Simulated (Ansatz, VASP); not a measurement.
# One calculation of CdS, two programs

INCAR

```
PREC = Accurate
ENCUT = 520
EDIFF = 1E-7
ISMEAR = 0
SIGMA = 0.025
LREAL = False
LASPH = True
NELM = 100
ALGO = Normal
ISIF = 2
LWAVE = False
LCHARG = False
GGA = PE
NBANDS = 16
```

KPOINTS

```
Automatic mesh
0
Gamma
  8 8 8
```

POSCAR

```
CdS
1.0
    0.0000000000      2.9165000000      2.9165000000
    2.9165000000      0.0000000000      2.9165000000
    2.9165000000      2.9165000000      0.0000000000
Cd S
1 1
Direct
    0.0000000000      0.0000000000      0.0000000000
    0.7500000000      0.7500000000      0.7500000000
```

File input.yaml:

```yaml
crystal:
  lattice:
    - [0.0, 2.9165, 2.9165]
    - [2.9165, 0.0, 2.9165]
    - [2.9165, 2.9165, 0.0]
  atoms:
    - { symbol: Cd, position: [0.0, 0.0, 0.0] }
    - { symbol: S, position: [0.75, 0.75, 0.75] }
hamiltonian:
  xc: pbe
  pseudopotentials: { kind: paw }
kpoints:
  mp_grid: { grid: [8, 8, 8] }
scf:
  occupations: { method: gaussian, width: 0.025 }
output:
  forces: true
  stress: true
  eigenvalues: true
```

Alike in both runs: task single point; functional PBE; k mesh 8 × 8 × 8; occupations gaussian, width 0.025 eV; no spin polarisation.

|  | VASP | Ansatz |
| --- | --- | --- |
| version | VASP 6.6.1 | Ansatz 0.2.0 |
| potentials or method | VASP PAW PBE potentials, release 64 (Cd, S) | Ansatz PAW |
| plane-wave cutoff (eV) | 520 | 420 |
| valence electrons in the cell | 18 | 26 |

```csv
,VASP,Ansatz,Ansatz less VASP
gap on the k mesh at the Fermi level (eV),1.15,1.15,-0.004
least direct gap on the mesh (eV),1.15,1.15,-0.004
pressure (GPa),3.2,2.8,-0.36
```

VASP's potentials hold 18 valence electrons a cell and Ansatz's 26, so a difference there can come from the potentials and not from the codes.
